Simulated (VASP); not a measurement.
# C (Fmmm) in VASP: notebook

C is run at these levels: PBE; tasks: single point.

All numbers are computed with VASP 6.6.1; they aren't measurements. Logs are shortened: lines on timing, memory, paths and dates and some standing lists are left out, and cuts for length are marked.

## 1. The cell of the first run

Symmetry: Fmmm, No. 69, orthorhombic system. Conventional cell: a = 2.466 Å, b = 4.276 Å, c = 7.612 Å, α = 90.00°, β = 90.00°, γ = 90.00°. Within 1.9 Å of C (site symmetry m2m) lie 3 C at 1.42 to 1.43 Å.

## 2. Single point, PBE

INCAR

```
SYSTEM = C
ALGO     = Normal         ! electronic algorithm
EDIFF    = 1E-7           ! SCF threshold, eV
ENCUT    = 520            ! plane-wave cutoff, eV
GGA      = PE             ! functional
ISIF     = 2              ! what is computed and relaxed
ISMEAR   = 0              ! smearing method
LASPH    = .True.         ! aspherical terms in the spheres
LCHARG   = .False.        ! write CHGCAR
LREAL    = .False.        ! projectors in reciprocal space
LWAVE    = .False.        ! write WAVECAR
NBANDS   = 16             ! bands
NELM     = 60             ! most SCF steps
PREC     = Accurate       ! precision mode
SIGMA    = 0.1            ! smearing width, eV
```

KPOINTS

```
k-points
0
Gamma
  6 6 4
  0 0 0
```

POSCAR

```
C
1.0
    1.2330604888     -3.8059839206      0.0000000000
    1.2330604888      3.8059839206      0.0000000000
    0.0000000000      0.0000000000      4.2760781079
C
4
Direct
    0.0000053887      0.9999946113      0.1668736801
    0.5000053887      0.4999946113      0.3331263199
    0.9999946113      0.0000053887      0.8331263199
    0.4999946113      0.5000053887      0.6668736801
```

Potentials or basis: VASP PAW PBE potentials, release 64 (C).

The run is started by

```sh
> cat potpaw_PBE.64/C/POTCAR > POTCAR
> mpirun -np 1 vasp_std > vasp.out
```

OUTCAR:

```text
SYSTEM = C
   EDIFF = 1E-7
   ENCUT = 520
   GGA = PE
   ISIF = 2
   ISMEAR = 0
   LASPH = .True.
   LREAL = .False.
   NELM = 60
   PREC = Accurate

 ion  position               nearest neighbor table
   1  0.000  1.000  0.167-   2 1.42   2 1.42   3 1.43
   2  0.500  0.500  0.333-   1 1.42   1 1.42   4 1.43
   3  1.000  0.000  0.833-   4 1.42   4 1.42   1 1.43
   4  0.500  0.500  0.667-   3 1.42   3 1.42   2 1.43

  LATTYP: Found a base centered orthorhombic cell.
 ALAT       =     2.4661209776
 B/A-ratio  =     3.0866157461
 C/A-ratio  =     1.7339287678

  Lattice vectors:

 A1 = (   1.2330604888,  -3.8059839206,   0.0000000000)
 A2 = (   1.2330604888,   3.8059839206,   0.0000000000)
 A3 = (   0.0000000000,   0.0000000000,   4.2760781079)

Analysis of symmetry for initial positions (statically):
=====================================================================
 Subroutine PRICEL returns:
 Original cell was already a primitive cell.

 Routine SETGRP: Setting up the symmetry group for a
 base centered orthorhombic supercell.

 Subroutine GETGRP returns: Found  8 space group operations
 (whereof  4 operations were pure point group operations)
 out of a pool of  8 trial point group operations.

The static configuration has the point symmetry C_2h.
 The point group associated with its full space group is D_2h.

Analysis of symmetry for dynamics (positions and initial velocities):
=====================================================================
 Subroutine PRICEL returns:
 Original cell was already a primitive cell.

 Routine SETGRP: Setting up the symmetry group for a
 base centered orthorhombic supercell.

 Subroutine GETGRP returns: Found  8 space group operations
 (whereof  4 operations were pure point group operations)
 out of a pool of  8 trial point group operations.

The dynamic configuration has the point symmetry C_2h.
 The point group associated with its full space group is D_2h.

 Subroutine INISYM returns: Found  8 space group operations
 (whereof  4 operations are pure point group operations),
 and found     1 'primitive' translations

----------------------------------------------------------------------------------------

                                     Primitive cell

  volume of cell :      40.1353

  direct lattice vectors                    reciprocal lattice vectors
     1.233060489 -3.805983921  0.000000000     0.405495111 -0.131372074  0.000000000
     1.233060489  3.805983921  0.000000000     0.405495111  0.131372074  0.000000000
     0.000000000  0.000000000  4.276078108     0.000000000  0.000000000  0.233859152

  length of vectors
     4.000743902  4.000743902  4.276078108     0.426245125  0.426245125  0.233859152

  position of ions in fractional coordinates (direct lattice)
     0.000005389  0.999994611  0.166873680
     0.500005389  0.499994611  0.333126320
     0.999994611  0.000005389  0.833126320
     0.499994611  0.500005389  0.666873680

  ion indices of the primitive-cell ions
   primitive index   ion index
                 1           1
                 2           2
                 3           3
                 4           4

----------------------------------------------------------------------------------------

 KPOINTS: k-points

Automatic generation of k-mesh.
 Grid dimensions read from file:
 generate k-points for:    6    6    4

 Generating k-lattice:

  Cartesian coordinates                     Fractional coordinates (reciprocal lattice)
     0.067582519 -0.021895346  0.000000000     0.166666667  0.000000000  0.000000000
     0.067582519  0.021895346  0.000000000     0.000000000  0.166666667  0.000000000
     0.000000000  0.000000000  0.058464788     0.000000000  0.000000000  0.250000000

  Length of vectors
     0.071040854  0.071040854  0.058464788

  Shift w.r.t. Gamma in fractional coordinates (k-lattice)
     0.000000000  0.000000000  0.000000000

 Subroutine IBZKPT returns following result:
 ===========================================

 Found     39 irreducible k-points:

 Following reciprocal coordinates:
            Coordinates               Weight
  0.000000  0.000000  0.000000      1.000000
  0.166667  0.000000  0.000000      4.000000
  0.333333  0.000000  0.000000      4.000000
  0.500000  0.000000  0.000000      2.000000
  0.166667  0.166667  0.000000      2.000000
  0.333333  0.166667  0.000000      4.000000
[... 16 lines left out ...]
  0.333333  0.333333  0.250000      4.000000
  0.500000  0.333333  0.250000      8.000000
 [... further k-points ...]
   k-points           NKPTS =     39   k-points in BZ     NKDIM =     39   number of bands    NBANDS=     16
   number of dos      NEDOS =    301   number of ions     NIONS =      4
   total plane-waves  NPLWV =  28800
   dimension x,y,z NGX =    30 NGY =   30 NGZ =   32
   dimension x,y,z NGXF=    60 NGYF=   60 NGZF=   64
   ions per type =               4
   NGX,Y,Z   is equivalent  to a cutoff of  12.47, 12.47, 12.44 a.u.
   NGXF,Y,Z  is equivalent  to a cutoff of  24.93, 24.93, 24.88 a.u.
 SYSTEM =  C
   PREC   = accura    normal or accurate (medium, high low for compatibility)
   ISTART =      0    job   : 0-new  1-cont  2-samecut
   ICHARG =      2    charge: 1-file 2-atom 10-const
   ISPIN  =      1    spin polarized calculation?
   LNONCOLLINEAR =      F non collinear calculations
   LSORBIT =      F    spin-orbit coupling
   LASPH  =      T    aspherical Exc in radial PAW
   ENCUT  =  520.0 eV  38.22 Ry    6.18 a.u.   7.44  7.44  7.95*2*pi/ulx,y,z
   NELM   =     60;   NELMIN=  2; NELMDL= -5     # of ELM steps
   EDIFF  = 0.1E-06   stopping-criterion for ELM
   LREAL  =      F    real-space projection
   EDIFFG = 0.1E-05   stopping-criterion for IOM
   NSW    =      0    number of steps for IOM
   IBRION =     -1    ionic relax: 0-MD 1-quasi-New 2-CG
   NFREE  =      0    steps in history (QN), initial steepest desc. (CG)
   ISIF   =      2    stress and relaxation
   ISYM   =      2    0-nonsym 1-usesym 2-fastsym
   POTIM  = 0.5000    time-step for ionic-motion
   TEBEG  =    0.0;   TEEND  =   0.0 temperature during run
   PSTRESS=    0.0 pullay stress
   NELECT =      16.0000    total number of electrons
   NUPDOWN=      -1.0000    fix difference up-down
   EMIN   =  10.00;   EMAX   =-10.00  energy-range for DOS
   EFERMI =   0.00;   METHOD = LEGACY
   ISMEAR =     0;   SIGMA  =   0.10  broadening in eV -4-tet -1-fermi 0-gaus
   EFERMI_NEDOS =   21; number of points for ismear=-14 and -15
   IALGO  =     38    algorithm
   IMIX   =      4    mixing-type and parameters
     AMIX     =   0.40;   BMIX     =  1.00
     AMIX_MAG =   1.60;   BMIX_MAG =  1.00
  volume/ion in A,a.u.               =      10.03        67.71
  Fermi-wavevector in a.u.,A,eV,Ry     =   1.204867  2.276869 19.751644  1.451705
  Thomas-Fermi vector in A             =   2.340580
   LORBIT       =      0    0 simple, 1 ext, 2 COOP (PROOUT), +10 PAW based schemes
   GGA     = PE    functional components
   LHFCALC =     F    Hartree Fock is set to
   AEXX    =    0.0000 exact exchange contribution
   IVDW    =     0    specifies the selected vdW correction
   LEPSILON=     F    determine dielectric tensor
   LRPA    =     F    only Hartree local field effects (RPA)
 non-spin polarized calculation
 Gauss-broadening in eV      SIGMA  =   0.10
  energy-cutoff  :      520.00
  volume of cell :       40.14
 maximum number of plane-waves:      1104
 NGX is ok and might be reduce to    30

 number of electron      16.0000000 magnetization

 Free energy of the ion-electron system (eV)
  ---------------------------------------------------
  ext. energy  EPLUGINS =         0.00000000
  ---------------------------------------------------
  free energy    TOTEN  =       -36.83364307 eV

  energy without entropy =      -36.83022773  energy(sigma->0) =      -36.83193540

 E-fermi :   3.6366     XC(G=0):  -9.4566

 val. band max:        3.5901871043   @ k =   0.3333   0.0000   0.0000
 cond. band min:       3.6913621169   @ k =   0.5000   0.1667   0.0000
 fundamental gap:      0.1011750126
 Fermi energy:         3.6365542160

 k-point     1 :       0.0000    0.0000    0.0000
  band No.  band energies     occupation
      1     -15.9286      2.00000
      2     -10.6947      2.00000
      3      -9.6121      2.00000
      4      -3.4607      2.00000
      5      -2.7758      2.00000
      6       0.5695      2.00000
[... 8 lines left out ...]
     15      14.6526      0.00000
     16      15.0100      0.00000

 k-point     2 :       0.1667    0.0000    0.0000
  band No.  band energies     occupation
      1     -15.4289      2.00000
      2     -10.2667      2.00000
      3      -9.2069      2.00000
      4      -4.5850      2.00000
      5      -2.9625      2.00000
      6      -1.1092      2.00000
[... 8 lines left out ...]
     15      14.9710      0.00000
     16      15.0837      0.00000

 k-point     3 :       0.3333    0.0000    0.0000
  band No.  band energies     occupation
      1     -13.9524      2.00000
      2      -8.9933      2.00000
      3      -8.9421      2.00000
      4      -6.9172      2.00000
      5      -4.1453      2.00000
      6      -2.7593      2.00000
[... 8 lines left out ...]
     15      16.2782      0.00000
     16      17.3949      0.00000

 k-point     4 :       0.5000    0.0000    0.0000
  band No.  band energies     occupation
      1     -11.5929      2.00000
      2     -11.5929      2.00000
      3      -6.9139      2.00000
      4      -6.9139      2.00000
      5      -5.3041      2.00000
      6      -5.3041      2.00000
[... 8 lines left out ...]
     15      16.1879      0.00000
     16      16.1879      0.00000
[... 324 lines left out ...]
 k-point    22 :      -0.1667    0.1667    0.2500
  band No.  band energies     occupation
      1     -15.5341      2.00000
      2     -12.6522      2.00000
      3      -7.0806      2.00000
      4      -3.3008      2.00000
      5      -2.4202      2.00000
      6      -0.7837      2.00000
[... 8 lines left out ...]
     15      13.8262      0.00000
     16      16.7761      0.00000

 k-point    23 :       0.3333    0.3333    0.2500
  band No.  band energies     occupation
      1     -13.5262      2.00000
      2     -10.7995      2.00000
      3      -8.0824      2.00000
      4      -5.4638      2.00000
      5      -5.2251      2.00000
      6      -2.1215      2.00000
[... 8 lines left out ...]
     15      16.4166      0.00000
     16      18.1599      0.00000

 k-point    24 :       0.5000    0.3333    0.2500
  band No.  band energies     occupation
      1     -14.9762      2.00000
      2     -12.1348      2.00000
      3      -6.7965      2.00000
      4      -4.1906      2.00000
      5      -3.3559      2.00000
      6      -2.2346      2.00000
[... 8 lines left out ...]
     15      14.8764      0.00000
     16      17.7157      0.00000

 [... further k-points ...]
[... 5 lines left out ...]
  --------------------------------------------------------------------------------------
  -------------------------------------------------------------------------------------
  Total        0.1417919      0.0593509      0.1520515      0.0000000     -0.0000000      0.0000000
  in kB        5.6602432      2.3692488      6.0697978      0.0000000     -0.0000000      0.0000000
  external PRESSURE =       4.6997633 kB  Pullay stress =       0.0000000 kB

 VOLUME and BASIS-vectors are now :
 -----------------------------------------------------------------------------
  energy-cutoff  :      520.00
  volume of cell :       40.14
      direct lattice vectors                 reciprocal lattice vectors
     1.233060489 -3.805983921  0.000000000     0.405495111 -0.131372074  0.000000000
     1.233060489  3.805983921  0.000000000     0.405495111  0.131372074  0.000000000
     0.000000000  0.000000000  4.276078108     0.000000000  0.000000000  0.233859152

 POSITION                                       TOTAL-FORCE (eV/Angst)
 -----------------------------------------------------------------------------------
      1.23306      3.80594      0.71356         0.000000      0.000398      0.004328
      1.23306     -0.00004      1.42447         0.000000      0.000398     -0.004328
      1.23306     -3.80594      3.56251         0.000000     -0.000398     -0.004328
      1.23306      0.00004      2.85160         0.000000     -0.000398      0.004328
 -----------------------------------------------------------------------------------
    total drift:                                0.000000      0.000000     -0.000000

  FREE ENERGIE OF THE ION-ELECTRON SYSTEM (eV)
  ---------------------------------------------------
  free  energy   TOTEN  =       -36.8336430741 eV

  energy  without entropy=      -36.8302277301  energy(sigma->0) =      -36.83193540
```

Run time: 15 s. Hardware: 1 thread of Intel Xeon 6975P-C (Granite Rapids), shared host; peak memory 0.16 GiB.

Results:

- Free energy: -36.8336 eV
- Pressure: 0.5 GPa
- Largest force: 0.004 eV/Å
- Band gap on the k mesh: 0.10 eV

Forces in eV/Å, atoms in the order of the input:
```
C    0.000  0.000  0.004
C    0.000  0.000 -0.004
C    0.000  0.000 -0.004
C    0.000  0.000  0.004
```

Caveat: the k points lie up to 0.45 Å⁻¹ apart.

## 3. Single point, PBE

This run uses another cell than the first one: it holds 2 atoms, not 4.

INCAR

```
ALGO = Normal ; EDIFF = 1E-6
ENCUT = 520 ; GGA = PE
ISIF = 2 ; ISMEAR = 0
LASPH = True ; LCHARG = False
LREAL = False ; LWAVE = False
NBANDS = 11 ; NELM = 100
PREC = Accurate ; SIGMA = 0.01
```

KPOINTS

```
k-points
0
Gamma
  18 18 18
```

POSCAR

```
C
1.0
    0.0000000000      2.1360122036      4.2323179874
    1.2332897324      0.0000000000      4.2323179874
    1.2332897324      2.1360122036      0.0000000000
C
2
Direct
    0.1666711394      0.8333288606      0.1666711394
    0.8333288606      0.1666711394      0.8333288606
```

Potentials or basis: VASP PAW PBE potentials, release 64 (C).

The run is started by

```sh
> cat potpaw_PBE.64/C/POTCAR > POTCAR
> mpirun -np 1 vasp_std > vasp.out
```

It took 76 s on 1 thread of Intel Xeon 6975P-C (Granite Rapids), shared host; peak memory 0.29 GiB.

Results (log left out):

```yaml
Free_energy: -18.4518 eV
Pressure: 0.4 GPa
Band_gap_on_the_k_mesh: 0.02 eV, indirect (least direct gap 0.03 eV)
```

Stress tensor (GPa, compression positive):
```
 0.56  0.00  0.00
 0.00  0.56  0.00
 0.00  0.00 -0.01
```

Levels at points of the mesh, in eV from the valence-band top:
| k point | band 2 | band 3 | band 4 | band 5 | band 6 | band 7 |
| --- | --- | --- | --- | --- | --- | --- |
| (0.00, 0.00, 0.00) | -7.34 | -3.03 | -3.03 | 3.11 | 8.31 | 8.32 |
| (0.50, 0.00, 0.00) | -13.22 | -6.41 | -2.35 | 1.68 | 7.37 | 11.46 |
| (0.50, 0.50, 0.00) | -7.85 | -3.04 | -3.03 | 6.49 | 8.31 | 8.31 |
| (0.50, 0.00, 0.50) | -13.23 | -6.41 | -2.19 | 1.92 | 7.40 | 10.56 |
| (0.00, 0.50, 0.50) | -13.21 | -6.41 | -2.50 | 1.47 | 7.34 | 12.52 |

A k mesh can miss the band edges.

## 4. Single point, PBE

This run uses another cell than the first one: it holds 2 atoms, not 4.

INCAR

```
PREC = Accurate ; ENCUT = 520
EDIFF = 1E-7 ; ISMEAR = 0
SIGMA = 0.01 ; LREAL = False
LASPH = True ; NELM = 100
ALGO = Normal ; ISIF = 2
LWAVE = False ; LCHARG = True
GGA = PE ; LELF = True
LVHAR = True ; NBANDS = 11
```

KPOINTS

```
regular mesh
0
Gamma
  16 16 16
```

POSCAR

```
C
1.0
    0.0000000000      2.1359759958      4.2985284286
    1.2332470554      0.0000000000      4.2985284286
    1.2332470554      2.1359759958      0.0000000000
C
2
Direct
    0.1666705240      0.8333294760      0.1666705240
    0.8333294760      0.1666705240      0.8333294760
```

The run is started by

```sh
> cat potpaw_PBE.64/C/POTCAR > POTCAR
> mpirun -np 1 vasp_std > vasp.out
```

It took 67 s on 1 thread of Intel Xeon 6975P-C (Granite Rapids), shared host; peak memory 0.25 GiB.

The run converged. Its results:

```yaml
Free_energy: -18.4545 eV
Pressure: 0.4 GPa
Band_gap_on_the_k_mesh: 1.01 eV, indirect (least direct gap 1.04 eV)
```

Stress tensor (GPa, compression positive):
```
 0.55  0.00  0.00
 0.00  0.54  0.00
 0.00  0.00 -0.01
```

Levels at points of the mesh, in eV from the valence-band top:
```csv
k point,band 1,band 2,band 3,band 4,band 5,band 6,band 7,band 8,band 9
"(0.00, 0.00, 0.00)",-19.01,-6.86,-2.52,-2.52,3.58,8.82,8.83,11.93,13.01
"(0.50, 0.00, 0.00)",-13.76,-12.71,-5.90,-1.84,2.19,7.88,11.93,12.36,16.85
"(0.50, 0.50, 0.00)",-18.98,-7.32,-2.53,-2.52,6.82,8.82,8.83,10.76,11.95
"(0.50, 0.00, 0.50)",-13.77,-12.72,-5.90,-1.70,2.41,7.91,11.06,11.33,16.86
"(0.00, 0.50, 0.50)",-13.75,-12.70,-5.90,-1.97,2.00,7.86,12.96,14.22,16.68
```

A k mesh can miss the band edges.

## 5. Overview

| cell | k mesh | smearing | gap on the mesh (eV) | pressure (GPa) |
| --- | --- | --- | --- | --- |
| a = 4.001, b = 4.001, c = 4.276 Å, angles 90.0, 90.0, 144.1°, 4 atoms | 6 × 6 × 4 | gaussian 0.1 eV | 0.10 | 0.5 |
| a = 4.741, b = 4.408, c = 2.466 Å, angles 82.0, 67.0, 31.0°, 2 atoms | 18 × 18 × 18 | gaussian 0.01 eV | 0.02 | 0.4 |
| a = 4.800, b = 4.472, c = 2.466 Å, angles 82.1, 67.3, 30.6°, 2 atoms | 16 × 16 × 16 | gaussian 0.01 eV | 1.01 | 0.4 |

Alike in all rows: task single point; level PBE; potentials or basis VASP PAW PBE potentials, release 64 (C); no spin polarisation; cutoff (eV) 520.

Caveats: some runs use coarse meshes.

Total energies depend on the potentials used, so only differences within one code and one set of settings carry meaning.
